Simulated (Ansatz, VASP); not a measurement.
# Two plane-wave programs on Na2S

```
CELL_PARAMETERS angstrom
0.00000 3.28766 3.28766
3.28766 0.00000 3.28766
3.28766 3.28766 0.00000
ATOMIC_POSITIONS crystal
Na 0.25000 0.25000 0.25000
Na 0.75000 0.75000 0.75000
S 0.00000 0.00000 0.00000
```

Alike in both runs: task single point; functional r2SCAN; k mesh 6 × 6 × 6; no spin polarisation.

|  | VASP | Ansatz |
| --- | --- | --- |
| version | VASP 6.6.1 | Ansatz 0.2.0 |
| potentials or method | VASP PAW PBE potentials, release 64 (Na_pv, S) | plane waves, PAW |
| plane-wave cutoff (eV) | 550 | 500 |
| occupations | gaussian, width 0.01 eV | fixed |
| valence electrons in the cell | 20 | 24 |

Ansatz gave:

| Property | Result |
| --- | --- |
| gap on the k mesh at the Fermi level (eV) | 2.99 |
| pressure (GPa) | -0.8 |

Which values does VASP return?

gap on the k mesh at the Fermi level (eV): 3.01; pressure (GPa): -1.0.

VASP's potentials were made for PBE, not for r2SCAN. VASP's potentials hold 20 valence electrons a cell and Ansatz's 24, so a difference there can come from the potentials and not from the codes.
